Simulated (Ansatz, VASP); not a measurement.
TePb3Se2: VASP beside Ansatz

```
CELL_PARAMETERS angstrom
-2.24731 2.24731 9.51538
2.24731 -2.24731 9.51538
2.24731 2.24731 -9.51538
ATOMIC_POSITIONS crystal
Te 0.00000 0.00000 0.00000
Pb 0.82798 0.82798 0.00000
Pb 0.50000 0.50000 0.00000
Pb 0.17202 0.17202 0.00000
Se 0.66599 0.66599 0.00000
Se 0.33401 0.33401 0.00000
```

Alike in both runs: functional PBE; k mesh 6 × 6 × 6; occupations gaussian, width 0.1 eV; no spin polarisation.

Ansatz relaxed the structure, and its values are those at the end. VASP's run is a single point on that final structure, the one shown.

|  | VASP | Ansatz |
| --- | --- | --- |
| version | VASP 6.6.1 | Ansatz 0.2.0 |
| potentials or method | VASP PAW PBE potentials, release 64 (Te, Pb_d, Se), cutoff 520 eV | scalar-relativistic, plane waves, PAW |
| valence electrons in the cell | 60 | 90 |

```csv
,VASP,Ansatz,Ansatz less VASP
gap on the k mesh at the Fermi level (eV),0.42,0.42,-0.004
least direct gap on the mesh (eV),0.42,0.42,-0.004
pressure (GPa),-0.2,-0.2,+0.03
rms of the force components (eV/Å),0.010,0.010,+0.0002
```

With one functional, cell and mesh, what is left measures potentials, basis and numerics. VASP's potentials hold 60 valence electrons a cell and Ansatz's 90, so a difference there can come from the potentials and not from the codes.

Neither program's run includes spin-orbit coupling.
